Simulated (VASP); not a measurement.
Write the native input for VASP 6.6.1 that does the following.

| Quantity | Value |
| --- | --- |
| Task | single point |
| Functional | PBE |
| Potentials or basis | VASP PAW PBE potentials, release 64 (Se) |
| Cutoff | 520 eV |
| k mesh | 4 × 4 × 8 |
| Occupations | gaussian, width 0.1 eV |
| Spin | no spin polarisation |
| Dipole correction | no |
| Further INCAR settings | ALGO = Normal; EDIFF = 1e-06; NBANDS = 27 |

The structure of Se lies in POSCAR:

```
Se
1.0
    6.5276953700      0.0000000000      0.0000000000
    0.0000000000      6.5276953700      0.0000000000
    0.0000000000      0.0000000000      2.3936046700
Se
6
Direct
    0.1767953900      0.3232046100      0.0000000000
    0.3232046100      0.8232046100      0.0000000000
    0.8232046100      0.6767953900      0.0000000000
    0.6767953900      0.1767953900      0.0000000000
    0.0000000000      0.0000000000      0.0000000000
    0.5000000000      0.5000000000      0.0000000000
```

The cell was generated, and may not be a known phase.

The input as run:

INCAR

```
SYSTEM = Se
PREC = Accurate
ENCUT = 520
EDIFF = 1E-6
ISMEAR = 0
SIGMA = 0.1
LREAL = .False.
LASPH = .True.
NELM = 80
ALGO = Normal
ISIF = 2
LWAVE = .False.
LCHARG = .False.
GGA = PE
NBANDS = 27
```

KPOINTS

```
regular mesh
0
Gamma
  4 4 8
  0 0 0
```

Potentials or basis: VASP PAW PBE potentials, release 64 (Se).

Command:

```sh
$ cat potpaw_PBE.64/Se/POTCAR > POTCAR
$ mpirun -np 1 vasp_std > vasp.out
```

It gave:

* Pressure: 53.9 GPa
* Largest force: 1.164 eV/Å
* Band gap on the k mesh: zero (bands 18 and 19 overlap by 4.41 eV)

Caveat: the stress differs along the axes, from 51 to 59 GPa; forces of over 1 eV/Å act on the atoms, so gaps and moduli don't describe the material at rest.

Run time: 48 s on 1 thread of AMD EPYC 9R45 96-Core Processor (Zen 5), with other jobs on the host, peak memory 0.19 GiB.
